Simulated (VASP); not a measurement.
# Sr (Im-3m) in VASP: a series of runs, part 2 of 2

VASP 6.6.1. The steps go on from the part before.

**4. Single point, SVWN5, collinear spin, ferromagnetic start (volume scaled by 1.02)**

The input, INCAR:

```
PREC = Accurate ; ENCUT = 520
EDIFF = 1E-7 ; ISMEAR = -1
SIGMA = 0.05 ; LREAL = F
LASPH = T ; NELM = 150
ALGO = Normal ; ISIF = 2
LWAVE = F ; LCHARG = F
ISPIN = 2 ; MAGMOM = 0.5
LORBIT = 11 ; GGA = VW
NBANDS = 15
```

The input, KPOINTS:

```
regular mesh
0
Gamma
  8 8 8
```

The input, POSCAR:

```
Sr
1.0
   -2.4511262978      2.4511262978      2.4511262978
    2.4511262978     -2.4511262978      2.4511262978
    2.4511262978      2.4511262978     -2.4511262978
Sr
1
Direct
    0.0000000000      0.0000000000      0.0000000000
```

Potentials or basis: VASP PAW PBE potentials, release 64 (Sr_sv).

Started as:

```sh
> cat potpaw_PBE.64/Sr_sv/POTCAR > POTCAR
> mpirun -np 1 vasp_std > vasp.out
```

OUTCAR:

```text
PREC = Accurate
   ENCUT = 520
   EDIFF = 1E-7
   ISMEAR = -1
   LREAL = F
   LASPH = T
   NELM = 150
   ISIF = 2
   ISPIN = 2
   LORBIT = 11
   GGA = VW

 ion  position               nearest neighbor table
   1  0.000  0.000  0.000-

  LATTYP: Found a body centered cubic cell.
 ALAT       =     4.9022525956

  Lattice vectors:

 A1 = (  -2.4511262978,   2.4511262978,   2.4511262978)
 A2 = (   2.4511262978,  -2.4511262978,   2.4511262978)
 A3 = (   2.4511262978,   2.4511262978,  -2.4511262978)

Analysis of symmetry for initial positions (statically):
=====================================================================
 Subroutine PRICEL returns:
 Original cell was already a primitive cell.

 Routine SETGRP: Setting up the symmetry group for a
 body centered cubic supercell.

 Subroutine GETGRP returns: Found 48 space group operations
 (whereof 48 operations were pure point group operations)
 out of a pool of 48 trial point group operations.

The static configuration has the point symmetry O_h .

Analysis of symmetry for dynamics (positions and initial velocities):
=====================================================================
 Subroutine PRICEL returns:
 Original cell was already a primitive cell.

 Routine SETGRP: Setting up the symmetry group for a
 body centered cubic supercell.

 Subroutine GETGRP returns: Found 48 space group operations
 (whereof 48 operations were pure point group operations)
 out of a pool of 48 trial point group operations.

The dynamic configuration has the point symmetry O_h .

Analysis of structural, dynamic, and magnetic symmetry:
=====================================================================
 Subroutine PRICEL returns:
 Original cell was already a primitive cell.

 Routine SETGRP: Setting up the symmetry group for a
 body centered cubic supercell.

 Subroutine GETGRP returns: Found 48 space group operations
 (whereof 48 operations were pure point group operations)
 out of a pool of 48 trial point group operations.

The overall configuration has the point symmetry O_h .

 Subroutine INISYM returns: Found 48 space group operations
 (whereof 48 operations are pure point group operations),
 and found     1 'primitive' translations

[... 152 lines left out ...]
      1     -35.5466      1.00000
      2     -17.4570      1.00000
      3     -17.4570      1.00000
      4     -17.4570      1.00000
      5      -2.4080      1.00000
      6       3.3323      0.00000
      7       3.3323      0.00000
      8       3.3323      0.00000
      9       4.5976      0.00000
     10       4.5976      0.00000
     11       9.0528      0.00000
     12       9.0528      0.00000
     13       9.0528      0.00000
     14      12.5685      0.00000
[... 403 lines left out ...]
      4     -17.5167      1.00000
      5       0.2561      1.00000
      6       1.7240      0.00002
      7       3.1226      0.00000
      8       3.2372      0.00000
      9       4.3739      0.00000
     10       5.1219      0.00000
     11       7.2502      0.00000
     12       8.1095      0.00000
     13       8.8285      0.00000
     14      11.0534      0.00000
     15      12.3802      0.00000

 [... further k-points ...]

 spin component 2

 k-point     1 :       0.0000    0.0000    0.0000
  band No.  band energies     occupation
      1     -35.4940      1.00000
      2     -17.4119      1.00000
      3     -17.4119      1.00000
      4     -17.4119      1.00000
      5      -2.4099      1.00000
      6       3.3436      0.00000
      7       3.3436      0.00000
      8       3.3436      0.00000
      9       4.6120      0.00000
     10       4.6120      0.00000
     11       9.0554      0.00000
     12       9.0554      0.00000
     13       9.0554      0.00000
     14      12.5832      0.00000
[... 403 lines left out ...]
      4     -17.4721      1.00000
      5       0.2600      1.00000
      6       1.7321      0.00001
      7       3.1327      0.00000
      8       3.2455      0.00000
      9       4.3828      0.00000
     10       5.1371      0.00000
     11       7.2599      0.00000
     12       8.1264      0.00000
     13       8.8415      0.00000
     14      11.0709      0.00000
     15      12.3822      0.00000

 [... further k-points ...]
[... 5 lines left out ...]
  --------------------------------------------------------------------------------------
  -------------------------------------------------------------------------------------
  Total       -0.7502631     -0.7502631     -0.7502631      0.0000000     -0.0000000      0.0000000
  in kB      -20.4064343    -20.4064343    -20.4064343      0.0000000     -0.0000000      0.0000000
  external PRESSURE =     -20.4064343 kB  Pullay stress =       0.0000000 kB

 VOLUME and BASIS-vectors are now :
 -----------------------------------------------------------------------------
  energy-cutoff  :      520.00
  volume of cell :       58.91
      direct lattice vectors                 reciprocal lattice vectors
    -2.451126298  2.451126298  2.451126298     0.000000000  0.203987857  0.203987857
     2.451126298 -2.451126298  2.451126298     0.203987857  0.000000000  0.203987857
     2.451126298  2.451126298 -2.451126298     0.203987857  0.203987857  0.000000000

 POSITION                                       TOTAL-FORCE (eV/Angst)
 -----------------------------------------------------------------------------------
      0.00000      0.00000      0.00000         0.000000      0.000000     -0.000000
 -----------------------------------------------------------------------------------
    total drift:                                0.000000      0.000000      0.000000

  FREE ENERGIE OF THE ION-ELECTRON SYSTEM (eV)
  ---------------------------------------------------
  free  energy   TOTEN  =        36.9002328520 eV

  energy  without entropy=       36.9089511147  energy(sigma->0) =       36.90459198

 total charge

# of ion       s       p       d       tot
------------------------------------------
    1        2.066   5.633   0.128   7.828

 magnetization (x)

# of ion       s       p       d       tot
------------------------------------------
    1       -0.001  -0.007   0.001  -0.006
```

OSZICAR:

```text
N       E                     dE             d eps       ncg     rms          rms(c)
DAV:   1     0.732687026663E+02    0.73269E+02   -0.42566E+03  1740   0.543E+02
DAV:   2     0.386343402227E+02   -0.34634E+02   -0.33622E+02  2321   0.125E+02
[... 14 lines left out ...]
DAV:  17     0.369002329323E+02    0.11781E-05   -0.29897E-09   919   0.244E-04    0.158E-04
DAV:  18     0.369002323817E+02   -0.55064E-06   -0.10538E-09   926   0.128E-04    0.928E-05
DAV:  19     0.369002331271E+02    0.74545E-06   -0.24652E-10   919   0.747E-05    0.665E-05
DAV:  20     0.369002327358E+02   -0.39134E-06   -0.66816E-11   898   0.432E-05    0.214E-05
DAV:  21     0.369002328797E+02    0.14392E-06   -0.25453E-11   912   0.190E-05    0.279E-06
DAV:  22     0.369002328520E+02   -0.27682E-07   -0.14999E-11   891   0.119E-05
   1 F= 0.36900233E+02 E0= 0.36904592E+02  d E =-.871826E-02  mag=     0.0039
```

stdout:

```text
POSCAR found type information on POSCAR Sr
 POSCAR found :  1 types and       1 ions
 scaLAPACK will be used
 -----------------------------------------------------------------------------
|                                                                             |
|                                                                             |
|     You enforced a specific xc type in the INCAR file but a different       |
|     I HOPE YOU KNOW WHAT YOU ARE DOING!                                     |
|                                                                             |
 -----------------------------------------------------------------------------

 LDA part: xc-table for (Slater(with rela. corr.)+VWN5), standard interpolation
 POSCAR, INCAR and KPOINTS ok, starting setup
 FFT: planning ... GRIDC
 FFT: planning ... GRID_SOFT
 FFT: planning ... GRID
 WAVECAR not read
 entering main loop
```

It took 24 s on 1 thread of Intel Xeon Platinum 8488C (Sapphire Rapids), shared host; peak memory 0.18 GiB.

Results:

* Free energy: 36.9002 eV
* Pressure: -2.0 GPa
* Band gap on the k mesh: zero (filled and empty bands overlap)
* Net moment: 0.00 μB per cell
* Valence electrons inside the program's atomic spheres: Sr 7.83

Caveat: the PAW data sets were made with another functional, which shifts forces and pressure a little.

**5. Single point, SVWN5, collinear spin, ferromagnetic start (volume scaled by 1.04)**

The input, INCAR:

```
PREC = Accurate
ENCUT = 520
EDIFF = 1E-6
ISMEAR = -1
SIGMA = 0.05
LREAL = False
LASPH = True
NELM = 150
ALGO = Fast
ISIF = 2
LWAVE = False
LCHARG = False
ISPIN = 2
MAGMOM = 0.5
LORBIT = 11
GGA = VW
NBANDS = 15
```

KPOINTS is that of step 4.

The input, POSCAR:

```
Sr
1.0
   -2.4670431483      2.4670431483      2.4670431483
    2.4670431483     -2.4670431483      2.4670431483
    2.4670431483      2.4670431483     -2.4670431483
Sr
1
Direct
    0.0000000000      0.0000000000      0.0000000000
```

Potentials or basis: VASP PAW PBE potentials, release 64 (Sr_sv).

Started as:

```sh
> cat potpaw_PBE.64/Sr_sv/POTCAR > POTCAR
> mpirun -np 1 vasp_std > vasp.out
```

OUTCAR:

```text
PREC = Accurate
   ENCUT = 520
   EDIFF = 1E-6
   ISMEAR = -1
   LREAL = False
   LASPH = True
   NELM = 150
   ISIF = 2
   ISPIN = 2
   LORBIT = 11
   GGA = VW

 ion  position               nearest neighbor table
   1  0.000  0.000  0.000-

  LATTYP: Found a body centered cubic cell.
 ALAT       =     4.9340862966

  Lattice vectors:

 A1 = (  -2.4670431483,   2.4670431483,   2.4670431483)
 A2 = (   2.4670431483,  -2.4670431483,   2.4670431483)
 A3 = (   2.4670431483,   2.4670431483,  -2.4670431483)

Analysis of symmetry for initial positions (statically):
=====================================================================
 Subroutine PRICEL returns:
 Original cell was already a primitive cell.

 Routine SETGRP: Setting up the symmetry group for a
 body centered cubic supercell.

 Subroutine GETGRP returns: Found 48 space group operations
 (whereof 48 operations were pure point group operations)
 out of a pool of 48 trial point group operations.

The static configuration has the point symmetry O_h .

Analysis of symmetry for dynamics (positions and initial velocities):
=====================================================================
 Subroutine PRICEL returns:
 Original cell was already a primitive cell.

 Routine SETGRP: Setting up the symmetry group for a
 body centered cubic supercell.

 Subroutine GETGRP returns: Found 48 space group operations
 (whereof 48 operations were pure point group operations)
 out of a pool of 48 trial point group operations.

The dynamic configuration has the point symmetry O_h .

Analysis of structural, dynamic, and magnetic symmetry:
=====================================================================
 Subroutine PRICEL returns:
 Original cell was already a primitive cell.

 Routine SETGRP: Setting up the symmetry group for a
 body centered cubic supercell.

 Subroutine GETGRP returns: Found 48 space group operations
 (whereof 48 operations were pure point group operations)
 out of a pool of 48 trial point group operations.

The overall configuration has the point symmetry O_h .

 Subroutine INISYM returns: Found 48 space group operations
 (whereof 48 operations are pure point group operations),
 and found     1 'primitive' translations

----------------------------------------------------------------------------------------

                                     Primitive cell

  volume of cell :      60.0607

  direct lattice vectors                    reciprocal lattice vectors
    -2.467043148  2.467043148  2.467043148     0.000000000  0.202671769  0.202671769
     2.467043148 -2.467043148  2.467043148     0.202671769  0.000000000  0.202671769
     2.467043148  2.467043148 -2.467043148     0.202671769  0.202671769  0.000000000

  length of vectors
     4.273044077  4.273044077  4.273044077     0.286621165  0.286621165  0.286621165

  position of ions in fractional coordinates (direct lattice)
     0.000000000  0.000000000  0.000000000

  ion indices of the primitive-cell ions
   primitive index   ion index
                 1           1

----------------------------------------------------------------------------------------

 KPOINTS: regular mesh

Automatic generation of k-mesh.
 Grid dimensions read from file:
[... 73 lines left out ...]
   POTIM  = 0.5000    time-step for ionic-motion
   TEBEG  =    0.0;   TEEND  =   0.0 temperature during run
   PSTRESS=    0.0 pullay stress
   NELECT =      10.0000    total number of electrons
   NUPDOWN=      -1.0000    fix difference up-down
   EMIN   =  10.00;   EMAX   =-10.00  energy-range for DOS
   EFERMI =   0.00;   METHOD = LEGACY
   ISMEAR =    -1;   SIGMA  =   0.05  broadening in eV -4-tet -1-fermi 0-gaus
   EFERMI_NEDOS =   21; number of points for ismear=-14 and -15
   IALGO  =     68    algorithm
   IMIX   =      4    mixing-type and parameters
     AMIX     =   0.40;   BMIX     =  1.00
     AMIX_MAG =   1.60;   BMIX_MAG =  1.00
  volume/ion in A,a.u.               =      60.06       405.31
  Fermi-wavevector in a.u.,A,eV,Ry     =   0.900627  1.701937 11.036069  0.811128
  Thomas-Fermi vector in A             =   2.023607
   LORBIT       =     11    0 simple, 1 ext, 2 COOP (PROOUT), +10 PAW based schemes
   GGA     = VW    functional components
   LHFCALC =     F    Hartree Fock is set to
   AEXX    =    0.0000 exact exchange contribution
   IVDW    =     0    specifies the selected vdW correction
   LEPSILON=     F    determine dielectric tensor
   LRPA    =     F    only Hartree local field effects (RPA)
 spin polarized calculation
 RMM-DIIS sequential band-by-band and
  energy-cutoff  :      520.00
  volume of cell :       60.06
 maximum number of plane-waves:      1638
   NGX = 15   NGY = 15   NGZ = 15

 number of electron      10.0000000 magnetization      -0.0286347

 number of electron      10.0000000 magnetization       0.0045091

 Free energy of the ion-electron system (eV)
  ---------------------------------------------------
  ext. energy  EPLUGINS =         0.00000000
  ---------------------------------------------------
  free energy    TOTEN  =        36.91530227 eV

  energy without entropy =       36.92470080  energy(sigma->0) =       36.92000154

 E-fermi :   1.1158     XC(G=0):  -7.2762

 val. band max:        1.0794795734   @ k =   0.5000   0.5000   0.3750
 cond. band min:       1.1336916968   @ k =   0.5000   0.5000   0.3750
 fundamental gap:      0.0542121234
 Fermi energy:         1.1158114397

 spin component 1

 k-point     1 :       0.0000    0.0000    0.0000
  band No.  band energies     occupation
      1     -35.6470      1.00000
      2     -17.5595      1.00000
      3     -17.5595      1.00000
      4     -17.5595      1.00000
      5      -2.4382      1.00000
      6       3.2481      0.00000
      7       3.2481      0.00000
      8       3.2481      0.00000
      9       4.4905      0.00000
     10       4.4905      0.00000
     11       8.9234      0.00000
     12       8.9234      0.00000
     13       8.9234      0.00000
     14      12.2933      0.00000
[... 403 lines left out ...]
      4     -17.6152      1.00000
      5       0.1949      1.00000
      6       1.6710      0.00002
      7       3.0370      0.00000
      8       3.1466      0.00000
      9       4.2575      0.00000
     10       4.9996      0.00000
     11       7.0633      0.00000
     12       7.9155      0.00000
     13       8.6322      0.00000
     14      10.8458      0.00000
     15      12.1412      0.00000

 [... further k-points ...]

 spin component 2

 k-point     1 :       0.0000    0.0000    0.0000
  band No.  band energies     occupation
      1     -35.5943      1.00000
      2     -17.5144      1.00000
      3     -17.5144      1.00000
      4     -17.5144      1.00000
      5      -2.4396      1.00000
      6       3.2596      0.00000
      7       3.2596      0.00000
      8       3.2596      0.00000
      9       4.5051      0.00000
     10       4.5051      0.00000
     11       8.9264      0.00000
     12       8.9264      0.00000
     13       8.9264      0.00000
     14      12.3082      0.00000
[... 403 lines left out ...]
      4     -17.5705      1.00000
      5       0.1991      1.00000
      6       1.6794      0.00001
      7       3.0474      0.00000
      8       3.1550      0.00000
      9       4.2666      0.00000
     10       5.0148      0.00000
     11       7.0731      0.00000
     12       7.9324      0.00000
     13       8.6453      0.00000
     14      10.8635      0.00000
     15      12.1437      0.00000

 [... further k-points ...]

------------------------ aborting loop because EDIFF is reached ----------------------------------------

  FORCE on cell =-STRESS in cart. coord.  units (eV):
  Direction    XX          YY          ZZ          XY          YZ          ZX
  --------------------------------------------------------------------------------------
  -------------------------------------------------------------------------------------
  Total       -0.8047510     -0.8047510     -0.8047510      0.0000000      0.0000000     -0.0000000
  in kB      -21.4675215    -21.4675215    -21.4675215      0.0000000      0.0000000     -0.0000000
  external PRESSURE =     -21.4675215 kB  Pullay stress =       0.0000000 kB

 VOLUME and BASIS-vectors are now :
 -----------------------------------------------------------------------------
  energy-cutoff  :      520.00
  volume of cell :       60.06
      direct lattice vectors                 reciprocal lattice vectors
    -2.467043148  2.467043148  2.467043148     0.000000000  0.202671769  0.202671769
     2.467043148 -2.467043148  2.467043148     0.202671769  0.000000000  0.202671769
     2.467043148  2.467043148 -2.467043148     0.202671769  0.202671769  0.000000000

 POSITION                                       TOTAL-FORCE (eV/Angst)
 -----------------------------------------------------------------------------------
      0.00000      0.00000      0.00000         0.000000      0.000000      0.000000
 -----------------------------------------------------------------------------------
    total drift:                                0.000000      0.000000     -0.000000

  FREE ENERGIE OF THE ION-ELECTRON SYSTEM (eV)
  ---------------------------------------------------
  free  energy   TOTEN  =        36.9153022703 eV

  energy  without entropy=       36.9247008021  energy(sigma->0) =       36.92000154

 total charge

# of ion       s       p       d       tot
------------------------------------------
    1        2.066   5.633   0.124   7.823

 magnetization (x)

# of ion       s       p       d       tot
------------------------------------------
    1       -0.001  -0.007   0.001  -0.006
```

stdout:

```text
POSCAR found type information on POSCAR Sr
 POSCAR found :  1 types and       1 ions
 scaLAPACK will be used
 -----------------------------------------------------------------------------
|                                                                             |
|                                                                             |
|     You enforced a specific xc type in the INCAR file but a different       |
|     I HOPE YOU KNOW WHAT YOU ARE DOING!                                     |
|                                                                             |
 -----------------------------------------------------------------------------

 LDA part: xc-table for (Slater(with rela. corr.)+VWN5), standard interpolation
 POSCAR, INCAR and KPOINTS ok, starting setup
 FFT: planning ... GRIDC
 FFT: planning ... GRID_SOFT
 FFT: planning ... GRID
 WAVECAR not read
 entering main loop
WARNING in EDDRMM: call to ZHEGV failed, returncode =   6  3     13
```

Wall time 24 s (1 thread of Intel Xeon Platinum 8488C (Sapphire Rapids), shared host); peak memory 0.18 GiB.

Results:

| Property | Result |
| --- | --- |
| Free energy | 36.9153 eV |
| Pressure | -2.1 GPa |
| Band gap on the k mesh | zero (filled and empty bands overlap) |
| Net moment | 0.00 μB per cell |
| Valence electrons inside the program's atomic spheres | Sr 7.82 |

Caveat: the PAW data sets were made with another functional, which shifts forces and pressure a little.

**6. Overview**

```tsv
cell	gap on the mesh (eV)	pressure (GPa)	moment (μB)
a = 4.189 Å, angles 109.5°, 1 atom	none	-1.8	0.00
a = 4.218 Å, angles 109.5°, 1 atom	none	-1.9	0.00
a = 4.245 Å, angles 109.5°, 1 atom	none	-2.0	0.00
a = 4.273 Å, angles 109.5°, 1 atom	none	-2.1	0.00
```

Alike in all rows: task single point; level SVWN5; potentials or basis VASP PAW PBE potentials, release 64 (Sr_sv); spin collinear, ferromagnetic start; k mesh 8 × 8 × 8; cutoff (eV) 520; smearing fermi-dirac 0.05 eV.

Caveats: the PAW data sets were made with another functional, which shifts forces and pressure a little.

Total energies depend on the potentials used, so only differences within one code and one set of settings carry meaning.
